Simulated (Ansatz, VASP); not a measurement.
## One calculation of Au3C, two programs

```
CELL_PARAMETERS angstrom
2.94020 0.00000 0.00000
-1.47010 2.54629 0.00000
0.00000 0.00000 21.89749
ATOMIC_POSITIONS crystal
Au 0.66667 0.33333 0.18267
Au 0.33333 0.66667 0.29452
Au 0.00000 0.00000 0.40632
C 0.77778 0.22222 0.55109
```

Alike in both runs: task single point; functional PBE; k mesh 9 × 9 × 1; occupations gaussian, width 0.1 eV; no spin polarisation.

```csv
,VASP,Ansatz
version,VASP 6.6.1,Ansatz 0.2.0
potentials or method,"VASP PAW PBE potentials, release 64 (Au, C), cutoff 520 eV","scalar-relativistic, plane waves, PAW"
valence electrons in the cell,37,61
```

|  | VASP | Ansatz | Ansatz less VASP |
| --- | --- | --- | --- |
| gap on the k mesh at the Fermi level (eV) | none | none | - |
| rms of the force components (eV/Å) | 0.181 | 0.182 | +0.0010 |
| work function, face that differs most (eV) | 5.93 | 5.94 | +0.006 |

Atom by atom the forces differ by 0.003 eV/Å (rms over components). A gap of «none» marks a metal or a gap that the smearing closes. The functional is the same, so the differences come from potentials, cutoffs and numerics. VASP's potentials hold 37 valence electrons a cell and Ansatz's 61, so a difference there can come from the potentials and not from the codes.

Spin-orbit coupling is off throughout.
